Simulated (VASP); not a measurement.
Si62As (a cell with a defect): single point with LDA

Si62As (a cell with a defect):

```
Si As
1.0
    10.86000    0.00000    0.00000
     0.00000   10.86000    0.00000
     0.00000    0.00000   10.86000
Si As
62 1
Direct
  0.50049 0.99935 0.00232
  0.62682 0.11814 0.13185
  0.74881 0.24771 0.00236
  0.87642 0.37569 0.12413
  0.75252 0.99081 0.25934
  0.87524 0.12565 0.37472
  0.00019 0.00147 0.99920
  0.12658 0.12452 0.12555
  0.24956 0.25039 0.99967
  0.37580 0.37295 0.12587
  0.49821 0.49968 0.99960
  0.62442 0.62550 0.12477
  0.74976 0.75021 0.99956
  0.87514 0.87517 0.12462
  0.25155 0.99954 0.25048
  0.37993 0.11967 0.37678
  0.50055 0.24754 0.25074
  0.62452 0.37456 0.37456
  0.74778 0.50087 0.24926
  0.87129 0.62855 0.37028
  0.50775 0.99227 0.50178
  0.62435 0.12544 0.62479
  0.74975 0.25041 0.49986
  0.87335 0.37768 0.62352
  0.74784 0.00101 0.74925
  0.87651 0.12592 0.87459
  0.99824 0.50168 0.99702
  0.12460 0.62296 0.12417
  0.25018 0.75059 0.00035
  0.37936 0.87330 0.12974
  0.00024 0.25099 0.24840
  0.12458 0.37563 0.37501
  0.24974 0.49975 0.24876
  0.37490 0.62564 0.37503
  0.50712 0.74846 0.25723
  0.99938 0.00115 0.49834
  0.12474 0.12590 0.62709
  0.25074 0.24917 0.49933
  0.37399 0.37584 0.62671
  0.49950 0.50076 0.49818
  0.62028 0.62592 0.62404
  0.87043 0.88001 0.62054
  0.24970 0.00120 0.75029
  0.37574 0.12428 0.87702
  0.49813 0.25064 0.75040
  0.62459 0.37400 0.87613
  0.74701 0.50286 0.74708
  0.87326 0.62663 0.87212
  0.99933 0.75162 0.24919
  0.12501 0.87548 0.37465
  0.99478 0.50473 0.49698
  0.12139 0.62672 0.62333
  0.24905 0.75012 0.49995
  0.37494 0.87493 0.62456
  0.99836 0.25290 0.74851
  0.12474 0.37529 0.87483
  0.24659 0.50186 0.74820
  0.37400 0.62323 0.87429
  0.49954 0.75172 0.74933
  0.62457 0.87553 0.87540
  0.99411 0.75317 0.74452
  0.12399 0.87495 0.87391
  0.66998 0.83224 0.41848
```

```json
{
 "Program": "VASP 6.6.1",
 "Task": "single point",
 "Functional": "LDA",
 "Potentials or basis": "VASP PAW LDA potentials, release 64 (Si, As)",
 "Cutoff": "520 eV",
 "k mesh": "1 × 1 × 1",
 "Occupations": "fermi-dirac, width 0.05 eV",
 "Spin": "no spin polarisation",
 "Dipole correction": "no",
 "Charge": "1",
 "Further INCAR settings": "LREAL = Auto; ALGO = Normal; EDIFF = 1e-07; NBANDS = 164; NELECT = 252.0"
}
```

* Largest force: 0.967 eV/Å

Forces on the atoms (eV/Å):
```
Si  -0.002 -0.001 -0.002
Si  -0.017  0.000  0.000
Si  -0.004 -0.017  0.017
Si   0.009 -0.001  0.005
Si  -0.031  0.004 -0.004
Si  -0.014 -0.010 -0.001
Si   0.001 -0.023  0.004
Si  -0.006  0.000  0.001
Si   0.010 -0.011  0.011
Si  -0.004  0.007 -0.003
Si   0.033  0.003  0.008
Si  -0.010 -0.002 -0.001
Si  -0.002  0.001 -0.004
Si  -0.014  0.002  0.011
Si   0.002  0.000 -0.001
Si   0.013 -0.011 -0.018
Si  -0.001  0.003  0.001
Si   0.008 -0.013  0.005
Si  -0.019 -0.002 -0.003
Si   0.130 -0.133  0.006
Si   0.047 -0.044 -0.036
Si  -0.007 -0.001 -0.002
Si  -0.002  0.006 -0.001
Si  -0.001 -0.012 -0.002
Si  -0.023 -0.001  0.000
Si   0.010 -0.006  0.001
Si   0.004 -0.004  0.007
Si  -0.003 -0.006  0.010
Si   0.030  0.008  0.035
Si   0.018  0.017  0.017
Si   0.001 -0.006  0.024
Si   0.025 -0.029 -0.008
Si   0.006  0.001  0.031
Si   0.001 -0.003 -0.016
Si   0.066  0.039  0.062
Si  -0.004 -0.006 -0.022
Si  -0.003 -0.010  0.007
Si   0.024 -0.031 -0.005
Si   0.006  0.001  0.006
Si  -0.008 -0.003 -0.014
Si  -0.007 -0.108  0.108
Si   0.135 -0.013  0.138
Si   0.005 -0.029  0.001
Si  -0.003  0.001 -0.007
Si   0.030 -0.006 -0.002
Si  -0.015 -0.018  0.017
Si   0.019 -0.036  0.038
Si  -0.001  0.002  0.013
Si  -0.002  0.018  0.003
Si   0.018 -0.006  0.006
Si   0.050 -0.045  0.012
Si   0.014  0.001  0.000
Si   0.002  0.001 -0.001
Si   0.001  0.015  0.002
Si   0.003 -0.007  0.003
Si  -0.004  0.003 -0.005
Si   0.008 -0.005  0.005
Si   0.007 -0.005 -0.002
Si  -0.006  0.013  0.003
Si   0.007 -0.005  0.014
Si   0.050 -0.011  0.047
Si   0.025  0.007  0.028
As  -0.602  0.526 -0.544
```

Levels at points of the mesh, in eV from the Fermi level:
```csv
k point,band 122,band 123,band 124,band 125,band 126,band 127,band 128,band 129,band 130,band 131
"(0.00, 0.00, 0.00)",-1.42,-0.79,-0.69,-0.68,-0.18,0.22,0.23,0.29,0.31,0.34
```

Run time: 2.3 min on 1 thread of AMD EPYC 9R45 96-Core Processor (Zen 5), on a shared host, peak memory 0.68 GiB.

Caveat: the k points lie up to 0.58 Å⁻¹ apart; the cell carries a net charge on a neutralising background, which shifts energy and pressure; the cell is charged against a uniform background, so pressure and absolute levels hang on convention.
